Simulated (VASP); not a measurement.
Wanted: the native input for a VASP 6.6.1 run.

* Task: single point
* Functional: LDA
* Potentials or basis: VASP PAW LDA potentials, release 64 (Ir)
* Cutoff: 520 eV
* k mesh: 8 × 8 × 8
* Occupations: gaussian, width 0.1 eV
* Spin: no spin polarisation
* Dipole correction: no
* Further INCAR settings: ALGO = Normal; EDIFF = 1e-06; NBANDS = 10

The structure of Ir lies in POSCAR:

```
Ir
1.0
    0.0000000000      1.9269646700      1.9269646700
    1.9269646700      0.0000000000      1.9269646700
    1.9269646700      1.9269646700      0.0000000000
Ir
1
Direct
    0.0000000000      0.0000000000      0.0000000000
```

One way to write it, as run:

INCAR

```
PREC = Accurate ; ENCUT = 520
EDIFF = 1E-6 ; ISMEAR = 0
SIGMA = 0.1 ; LREAL = F
LASPH = T ; NELM = 100
ALGO = Normal ; ISIF = 2
LWAVE = F ; LCHARG = F
GGA = CA ; NBANDS = 10
```

KPOINTS

```
Automatic mesh
0
Gamma
  8 8 8
```

Potentials or basis: VASP PAW LDA potentials, release 64 (Ir).

The run is started by

```sh
$ cat potpaw_LDA.64/Ir/POTCAR > POTCAR
$ mpirun -np 1 vasp_std > vasp.out
```

Results of the run:

| Quantity | Value |
| --- | --- |
| Pressure | -8.9 GPa |
| Band gap on the k mesh | zero (an odd number of electrons rules out a gap without spin polarisation) |

Caveat: the cell stands under tension; spin-orbit coupling is left out, which moves the levels of the heavy elements.

Run time: 5.4 s on 1 thread of Intel Xeon 8259CL, on a shared host, peak memory 0.12 GiB.
